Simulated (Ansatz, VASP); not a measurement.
**Two plane-wave programs on SnO**

```xyz
4
Lattice="3.8206 0.0000 0.0000 0.0000 3.8206 0.0000 0.0000 0.0000 30.6334" Properties=species:S:1:pos:R:3 pbc="T T T"
Sn    1.9103    0.0000   14.1347
Sn    0.0000    1.9103   16.4987
O     0.0000    0.0000   15.3167
O     1.9103    1.9103   15.3167
```

Alike in both runs: functional PBE; dispersion D3(BJ); k mesh 6 × 6 × 1; occupations gaussian, width 0.02 eV; no spin polarisation.

Ansatz relaxed the structure, and its values are those at the end. VASP's run is a single point on that final structure, the one shown.

```csv
,VASP,Ansatz
version,VASP 6.6.1,Ansatz 0.2.0
potentials or method,"VASP PAW PBE potentials, release 64 (Sn_d, O), cutoff 520 eV","scalar-relativistic, plane waves, PAW"
valence electrons in the cell,40,40
```

Ansatz gave:

| Property | Result |
| --- | --- |
| gap on the k mesh at the Fermi level (eV) | 3.11 |
| least direct gap on the mesh (eV) | 3.17 |
| rms of the force components (eV/Å) | 0.000 |

Problem. Which values does VASP return?

Solution. gap on the k mesh at the Fermi level (eV): 3.09; least direct gap on the mesh (eV): 3.14; rms of the force components (eV/Å): 0.035.

Ansatz's warnings: xc potential rough in thin density.
